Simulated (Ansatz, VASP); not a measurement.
Te2Mo in VASP and in Ansatz

```
Te Mo
1.0
     3.55615    0.00000    0.00000
    -1.77808    3.07972    0.00000
     0.00000    0.00000   32.15288
Te Mo
6 3
Direct
  0.99864 0.99813 0.94376
  0.23991 0.66667 0.70550
  0.27911 0.55822 0.18205
  0.42725 0.66666 0.81795
  0.38727 0.77454 0.29450
  0.00123 0.00223 0.05624
  0.99987 0.00000 0.76171
  0.00007 0.00015 0.23829
  0.33329 0.66680 0.00000
```

Change from the starting cell: mode 10 frozen in at -0.334 Å and mode 15 at -0.334 Å (largest displacements).

Alike in both runs: task single point; functional PBE; k mesh 9 × 9 × 1; occupations gaussian, width 0.05 eV; no spin polarisation.

|  | VASP | Ansatz |
| --- | --- | --- |
| version | VASP 6.6.1 | Ansatz 0.2.0 |
| potentials or method | VASP PAW PBE potentials, release 64 (Te, Mo_sv), cutoff 520 eV | scalar-relativistic, plane waves, PAW |
| valence electrons in the cell | 78 | 138 |

|  | VASP | Ansatz | Ansatz less VASP |
| --- | --- | --- | --- |
| gap on the k mesh at the Fermi level (eV) | 0.96 | 0.96 | +0.001 |
| least direct gap on the mesh (eV) | 0.96 | 0.96 | +0.001 |
| rms of the force components (eV/Å) | 0.916 | 0.917 | +0.0011 |

Atom by atom the forces differ by 0.006 eV/Å (rms over components). VASP's potentials hold 78 valence electrons a cell and Ansatz's 138, so a difference there can come from the potentials and not from the codes.

Spin-orbit coupling is off throughout.
